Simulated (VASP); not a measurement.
# ErBe in VASP: a series of runs, part 2 of 2

VASP 6.6.1. The steps go on from the part before.

## Step 6: Single point, PBE

This run uses another cell than the first one: it holds 4 atoms, not 2.

INCAR

```
SYSTEM = ErBe
PREC     = Accurate       ! precision mode
ENCUT    = 600            ! plane-wave cutoff, eV
EDIFF    = 1E-6           ! SCF threshold, eV
ISMEAR   = 0              ! smearing method
SIGMA    = 0.2            ! smearing width, eV
LREAL    = .False.        ! projectors in reciprocal space
LASPH    = .True.         ! aspherical terms in the spheres
NELM     = 200            ! most SCF steps
ALGO     = Normal         ! electronic algorithm
ISIF     = 2              ! what is computed and relaxed
LWAVE    = .False.        ! write WAVECAR
LCHARG   = .True.         ! write CHGCAR
GGA      = PE             ! functional
LELF     = .True.         ! ELF
LVHAR    = .True.       
NBANDS   = 19             ! bands
GGA_COMPAT= .False.      
LMAXMIX  = 6              ! l up to which the mixer works
```

KPOINTS

```
Automatic mesh
0
Gamma
  6 6 4
  0 0 0
```

POSCAR

```
ErBe
1.0
    3.3453387242     -0.0002951833     -0.0005355300
   -0.0002982281      3.3462096274     -0.0004560159
   -0.0002051266     -0.0002302786      6.8231561160
Er Be
2 2
Direct
    0.4999057373      0.4999692820      0.2500216790
    0.5000459997      0.5000739176      0.7500318057
    1.0000207956     -0.0000063168     -0.0000831091
    1.0000274674     -0.0000368828      0.5000296244
```

Potentials or basis: VASP PAW PBE potentials, release 64 (Er_3, Be), 4f in core.

Run with:

```bash
$ cat potpaw_PBE.64/Er_3/POTCAR potpaw_PBE.64/Be/POTCAR > POTCAR
$ mpirun -np 1 vasp_std > vasp.out
```

OUTCAR:

```text
SYSTEM = ErBe
   PREC = Accurate
   ENCUT = 600
   EDIFF = 1E-6
   ISMEAR = 0
   LREAL = .False.
   LASPH = .True.
   NELM = 200
   ISIF = 2
   GGA = PE

 ion  position               nearest neighbor table
   1  0.500  0.500  0.250-   3 2.92   4 2.92   4 2.92   4 2.92   3 2.92   4 2.92   3 2.92   3 2.92
                             2 3.41   2 3.41
   2  0.500  0.500  0.750-   3 2.92   3 2.92   4 2.92   3 2.92   3 2.92   4 2.92   4 2.92   4 2.92
                             1 3.41   1 3.41
   3  0.000  1.000  1.000-   2 2.92   2 2.92   1 2.92   2 2.92   2 2.92   1 2.92   1 2.92   1 2.92

   4  0.000  1.000  0.500-   1 2.92   2 2.92   2 2.92   1 2.92   2 2.92   1 2.92   2 2.92   1 2.92

  LATTYP: Found a triclinic cell.
 ALAT       =     3.3453387801
 B/A-ratio  =     1.4145230641
 C/A-ratio  =     2.0396009407
 COS(alpha) =     0.0000141908
 COS(beta)  =     0.0001901428
 COS(gamma) =     0.7070774674

  Lattice vectors:

 A1 = (   3.3453387242,  -0.0002951833,  -0.0005355300)
 A2 = (   3.3456369523,  -3.3465048107,  -0.0000795141)
 A3 = (   0.0002051266,   0.0002302786,  -6.8231561160)

Analysis of symmetry for initial positions (statically):
=====================================================================
 Subroutine PRICEL returns:
 Original cell was already a primitive cell.

 Routine SETGRP: Setting up the symmetry group for a
 triclinic supercell.

 Subroutine GETGRP returns: Found  1 space group operations
 (whereof  1 operations were pure point group operations)
 out of a pool of  2 trial point group operations.

The static configuration has the point symmetry C_1 .

Analysis of symmetry for dynamics (positions and initial velocities):
=====================================================================
 Subroutine PRICEL returns:
 Original cell was already a primitive cell.

 Routine SETGRP: Setting up the symmetry group for a
 triclinic supercell.
[... 121 lines left out ...]
   NUPDOWN=      -1.0000    fix difference up-down
   EMIN   =  10.00;   EMAX   =-10.00  energy-range for DOS
   EFERMI =   0.00;   METHOD = LEGACY
   ISMEAR =     0;   SIGMA  =   0.20  broadening in eV -4-tet -1-fermi 0-gaus
   EFERMI_NEDOS =   21; number of points for ismear=-14 and -15
   IALGO  =     38    algorithm
   IMIX   =      4    mixing-type and parameters
     AMIX     =   0.40;   BMIX     =  1.00
     AMIX_MAG =   1.60;   BMIX_MAG =  1.00
  volume/ion in A,a.u.               =      19.09       128.86
  Fermi-wavevector in a.u.,A,eV,Ry     =   1.081159  2.043094 15.903913  1.168905
  Thomas-Fermi vector in A             =   2.217168
   LORBIT       =      0    0 simple, 1 ext, 2 COOP (PROOUT), +10 PAW based schemes
   GGA     = PE    functional components
   LHFCALC =     F    Hartree Fock is set to
   AEXX    =    0.0000 exact exchange contribution
   IVDW    =     0    specifies the selected vdW correction
   LEPSILON=     F    determine dielectric tensor
   LRPA    =     F    only Hartree local field effects (RPA)
 non-spin polarized calculation
 Gauss-broadening in eV      SIGMA  =   0.20
  energy-cutoff  :      600.00
  volume of cell :       76.38
 maximum number of plane-waves:      2576
   NGX = 13   NGY = 13   NGZ = 27

 number of electron      21.9999998 magnetization

 Free energy of the ion-electron system (eV)
  ---------------------------------------------------
  ext. energy  EPLUGINS =         0.00000000
  ---------------------------------------------------
  free energy    TOTEN  =       -16.22465719 eV

  energy without entropy =      -16.14824391  energy(sigma->0) =      -16.18645055

 E-fermi :   3.5242     XC(G=0): -10.1487

 val. band max:        3.5181565501   @ k =  -0.1667   0.0000   0.2500
 cond. band min:       3.5267972647   @ k =   0.3333   0.3333   0.0000
 fundamental gap:      0.0086407147
 Fermi energy:         3.5241727953

 k-point     1 :       0.0000    0.0000    0.0000
  band No.  band energies     occupation
      1     -21.0141      2.00000
      2     -20.5686      2.00000
      3     -20.5418      2.00000
      4     -20.5415      2.00000
      5     -20.5005      2.00000
      6     -20.5002      2.00000
[... 505 lines left out ...]
      6     -20.4598      2.00000
[... 11 lines left out ...]
     18       9.0378      0.00000
     19      10.5990      0.00000

 [... further k-points ...]
[... 5 lines left out ...]
  --------------------------------------------------------------------------------------
  -------------------------------------------------------------------------------------
  Total        0.1648658      0.1546886      0.1403375      0.0033180      0.0057318      0.0038502
  in kB        3.4582986      3.2448175      2.9437830      0.0696002      0.1202326      0.0807627
  external PRESSURE =       3.2156330 kB  Pullay stress =       0.0000000 kB

 VOLUME and BASIS-vectors are now :
 -----------------------------------------------------------------------------
  energy-cutoff  :      600.00
  volume of cell :       76.38
      direct lattice vectors                 reciprocal lattice vectors
     3.345338724 -0.000295183 -0.000535530     0.298923396  0.000026643  0.000008988
    -0.000298228  3.346209627 -0.000456016     0.000026371  0.298845597  0.000010087
    -0.000205127 -0.000230279  6.823156116     0.000023463  0.000019975  0.146559743

 POSITION                                       TOTAL-FORCE (eV/Angst)
 -----------------------------------------------------------------------------------
      1.67215      1.67280      1.70544         0.001596      0.000217     -0.001084
      1.67252      1.67303      5.11709        -0.000404     -0.001278     -0.001604
     -0.00043      3.34596      6.82213        -0.000543      0.000303      0.002411
     -0.00031      3.34597      3.41132        -0.000649      0.000758      0.000277
 -----------------------------------------------------------------------------------
    total drift:                                0.000008      0.000004     -0.000010

  FREE ENERGIE OF THE ION-ELECTRON SYSTEM (eV)
  ---------------------------------------------------
  free  energy   TOTEN  =       -16.2246571907 eV

  energy  without entropy=      -16.1482439111  energy(sigma->0) =      -16.18645055
```

OSZICAR:

```text
N       E                     dE             d eps       ncg     rms          rms(c)
DAV:   1     0.778453169046E+02    0.77845E+02   -0.10706E+04  4498   0.125E+03
DAV:   2    -0.119962174412E+02   -0.89842E+02   -0.87296E+02  4994   0.499E+02
DAV:   3    -0.163950511115E+02   -0.43988E+01   -0.41376E+01  4982   0.102E+02
DAV:   4    -0.165436550174E+02   -0.14860E+00   -0.14481E+00  5133   0.120E+01
DAV:   5    -0.165461854780E+02   -0.25305E-02   -0.25230E-02  5216   0.197E+00    0.339E+01
DAV:   6    -0.162328127507E+02    0.31337E+00   -0.61159E-01  5208   0.679E+00    0.202E+01
DAV:   7    -0.162449319445E+02   -0.12119E-01   -0.49900E-01  5208   0.673E+00    0.678E-01
DAV:   8    -0.162247528710E+02    0.20179E-01   -0.11474E-01  5360   0.268E+00    0.403E-01
DAV:   9    -0.162246832047E+02    0.69666E-04   -0.26432E-03  4952   0.414E-01    0.111E-01
DAV:  10    -0.162246609448E+02    0.22260E-04   -0.23968E-04  5200   0.123E-01    0.107E-01
DAV:  11    -0.162246577932E+02    0.31517E-05   -0.18685E-05  5096   0.344E-02    0.384E-02
DAV:  12    -0.162246571907E+02    0.60246E-06   -0.36764E-06  3384   0.176E-02
   1 F= -.16224657E+02 E0= -.16186451E+02  d E =-.764133E-01
```

stdout:

```text
POSCAR found type information on POSCAR ErBe
 POSCAR found :  2 types and       4 ions
 scaLAPACK will be used
 LDA part: xc-table for (Slater+PW92), standard interpolation
 POSCAR, INCAR and KPOINTS ok, starting setup
 FFT: planning ... GRIDC
 FFT: planning ... GRID_SOFT
 FFT: planning ... GRID
 WAVECAR not read
 entering main loop
```

Run time: 1.9 min. Hardware: 1 thread of Intel Xeon Platinum 8259CL at 2.50GHz (Skylake/Cascade Lake), shared host; peak memory 0.28 GiB.

What came out:

```yaml
Free_energy: -16.2247 eV
Pressure: 0.3 GPa
Band_gap_on_the_k_mesh: zero (bands 11 and 12 overlap by 1.80 eV)
```

Forces on the atoms (eV/Å):
```
Er   0.002  0.000 -0.001
Er   0.000 -0.001 -0.002
Be  -0.001  0.000  0.002
Be  -0.001  0.001  0.000
```

Levels at points of the mesh, in eV from the Fermi level:
| k point | band 8 | band 9 | band 10 | band 11 | band 12 | band 13 | band 14 | band 15 |
| --- | --- | --- | --- | --- | --- | --- | --- | --- |
| (0.00, 0.00, 0.00) | -3.84 | -3.00 | -0.13 | -0.12 | 0.76 | 1.73 | 1.73 | 4.07 |
| (0.50, 0.00, 0.00) | -3.43 | -2.85 | -0.16 | -0.06 | -0.05 | 0.86 | 1.41 | 1.73 |
| (0.00, 0.50, 0.00) | -3.43 | -2.85 | -0.16 | -0.06 | -0.05 | 0.86 | 1.41 | 1.74 |
| (0.50, 0.50, 0.00) | -2.20 | -2.16 | -2.16 | -0.05 | -0.05 | 0.09 | 1.46 | 3.31 |
| (0.00, 0.00, 0.50) | -5.78 | -0.85 | -0.85 | 0.27 | 0.27 | 2.62 | 2.62 | 2.63 |
| (0.50, 0.00, 0.50) | -3.11 | -2.61 | -2.61 | 0.47 | 0.47 | 1.32 | 1.32 | 2.36 |
| (0.00, 0.50, 0.50) | -3.11 | -2.61 | -2.61 | 0.47 | 0.47 | 1.32 | 1.32 | 2.37 |
| (0.50, 0.50, 0.50) | -2.90 | -1.33 | -1.33 | -1.33 | -1.33 | 2.06 | 2.06 | 3.24 |

Caveat: spin-orbit coupling is left out, which moves the levels of the heavy elements; the 4f electrons are frozen in the core, so they carry no moment and show no levels. Spin polarisation is off, so any magnetic state and its effect on volume and gap are missing.

## Step 7: Relaxation of cell and atoms, PBE

This run uses another cell than the first one, of 19.06 Å³/atom.

INCAR

```
  PREC = Accurate
  ENCUT = 600
  EDIFF = 1E-7
  ISMEAR = 0
  SIGMA = 0.1
  LREAL = F
  LASPH = T
  NELM = 200
  ALGO = Normal
  ISIF = 3
  LWAVE = F
  LCHARG = F
  GGA = PE
  IBRION = 2
  NSW = 100
  EDIFFG = -0.01
  GGA_COMPAT = F
  NELMIN = 4
  LMAXMIX = 6
```

KPOINTS

```
regular mesh
0
Gamma
  14 14 14
```

POSCAR

```
ErBe
1.0
    3.3654211622      0.0000000000      0.0000000000
    0.0000000000      3.3654211622      0.0000000000
    0.0000000000      0.0000000000      3.3654211622
Er Be
1 1
Direct
    0.5000000000      0.5000000000      0.5000000000
    0.0000000000      0.0000000000      0.0000000000
```

Potentials or basis: VASP PAW PBE potentials, release 64 (Er_3, Be), 4f in core.

Run with:

```bash
$ cat potpaw_PBE.64/Er_3/POTCAR potpaw_PBE.64/Be/POTCAR > POTCAR
$ mpirun -np 1 vasp_std > vasp.out
```

OUTCAR:

```text
PREC = Accurate
   ENCUT = 600
   EDIFF = 1E-7
   ISMEAR = 0
   LREAL = F
   LASPH = T
   NELM = 200
   ISIF = 3
   GGA = PE
   IBRION = 2
   NSW = 100
   EDIFFG = -0.01
   NELMIN = 4

 ion  position               nearest neighbor table
   1  0.500  0.500  0.500-   2 2.91   2 2.91   2 2.91   2 2.91   2 2.91   2 2.91   2 2.91   2 2.91

   2  0.000  0.000  0.000-   1 2.91   1 2.91   1 2.91   1 2.91   1 2.91   1 2.91   1 2.91   1 2.91

  LATTYP: Found a simple cubic cell.
 ALAT       =     3.3654211622

  Lattice vectors:

 A1 = (   3.3654211622,   0.0000000000,   0.0000000000)
 A2 = (   0.0000000000,   3.3654211622,   0.0000000000)
 A3 = (   0.0000000000,   0.0000000000,   3.3654211622)

Analysis of symmetry for initial positions (statically):
=====================================================================
 Subroutine PRICEL returns:
[... 256 lines left out ...]

 val. band max:        3.4676285540   @ k =   0.3571   0.2857   0.0714
 cond. band min:       3.4853878629   @ k =   0.5000   0.5000   0.0000
 fundamental gap:      0.0177593089
 Fermi energy:         3.4761947423

 k-point     1 :       0.0000    0.0000    0.0000
  band No.  band energies     occupation
      1     -20.6097      2.00000
      2     -20.6097      2.00000
      3     -20.6097      2.00000
      4      -3.2316      2.00000
      5       3.3731      1.85496
      6       3.3731      1.85496
      7       7.7787      0.00000
      8       7.7787      0.00000
      9       7.7787      0.00000
[... 265 lines left out ...]
 k-point    24 :       0.3571    0.2143    0.0000
  band No.  band energies     occupation
      1     -20.9832      2.00000
      2     -20.7590      2.00000
      3     -20.5554      2.00000
      4      -0.7637      2.00000
      5       1.9136      2.00000
      6       3.8321      0.00000
      7       5.1283      0.00000
      8       5.8233      0.00000
      9       8.0649      0.00000

 [... further k-points ...]
[... 5 lines left out ...]
  --------------------------------------------------------------------------------------
  -------------------------------------------------------------------------------------
  Total        0.0024881      0.0024881      0.0024881     -0.0000000     -0.0000000      0.0000000
  in kB        0.1037746      0.1037746      0.1037746     -0.0000000     -0.0000000      0.0000000
  external PRESSURE =       0.1037746 kB  Pullay stress =       0.0000000 kB
[... 17 lines left out ...]
  FREE ENERGIE OF THE ION-ELECTRON SYSTEM (eV)
  ---------------------------------------------------
  free  energy   TOTEN  =        -8.0933675830 eV

  energy  without entropy=       -8.0818233080  energy(sigma->0) =       -8.08759545

 reached required accuracy - stopping structural energy minimisation
```

Wall time 1.7 min (1 thread of Intel Xeon Platinum 8259CL at 2.50GHz (Skylake/Cascade Lake), shared host); peak memory 0.21 GiB.

Results:

* Free energy: -8.0934 eV
* Relaxed volume: 19.21 Å³/atom
* Relaxed cell: a = 3.374 Å, b = 3.374 Å, c = 3.374 Å, α = 90.00°, β = 90.00°, γ = 90.00°
* Space group after relaxing (to 0.1 Å): Pm-3m (No. 221)
* Energy gained by relaxing: 0.2 meV/atom
* Ionic steps: 3
* Pressure after relaxing: 0.0 GPa
* Band gap on the k mesh: zero (an odd number of electrons rules out a gap without spin polarisation)

The path:
```csv
step,energy change (eV),largest force (eV/Å),pressure (GPa),volume (Å³)
1,0.0000,0.0000,0.54,38.12
2,-0.0005,0.0000,-0.10,38.47
3,-0.0005,0.0000,0.01,38.41
```

Final structure:
```yaml
crystal:
  lattice:
    - [3.37413, 0.00000, 0.00000]
    - [0.00000, 3.37413, 0.00000]
    - [0.00000, 0.00000, 3.37413]
  atoms:
    - { symbol: Er, position: [0.50000, 0.50000, 0.50000] }
    - { symbol: Be, position: [0.00000, 0.00000, 0.00000] }
```

Caveat: spin-orbit coupling is left out, which moves the levels of the heavy elements; the 4f electrons are frozen in the core, so they carry no moment and show no levels.

## Step 8: Summary

| task | cell | k mesh | smearing | gap on the mesh (eV) | pressure (GPa) |
| --- | --- | --- | --- | --- | --- |
| single point | a = 3.374 Å, 2 atoms, atomic positions A | 6 × 6 × 6 | gaussian 0.2 eV | none | 0.1 |
| single point | a = 3.367 Å, 2 atoms, atomic positions A | 6 × 6 × 6 | gaussian 0.2 eV | none | 0.5 |
| single point | a = 3.365 Å, 2 atoms, atomic positions A | 6 × 6 × 6 | gaussian 0.1 eV | none | 0.7 |
| single point | a = 3.390, b = 3.390, c = 3.341 Å, 2 atoms, atomic positions A | 7 × 7 × 5 | gaussian 0.2 eV | none | 0.0 |
| single point | a = 3.345, b = 3.346, c = 6.823 Å, 4 atoms, atomic positions B | 6 × 6 × 4 | gaussian 0.2 eV | none | 0.3 |
| relaxation of cell and atoms | relaxed from a = 3.365 Å, 2 atoms, atomic positions A | 14 × 14 × 14 | gaussian 0.1 eV | none | 0.0 |

Alike in all rows: level PBE; potentials or basis VASP PAW PBE potentials, release 64 (Er_3, Be), 4f in core; no spin polarisation; cutoff (eV) 600.

Caveats: some runs use coarse meshes; spin-orbit coupling is left out, which moves the levels of the heavy elements; the 4f electrons are frozen in the core, so they carry no moment and show no levels.

Absolute energies hang on the potentials; compare differences alone.
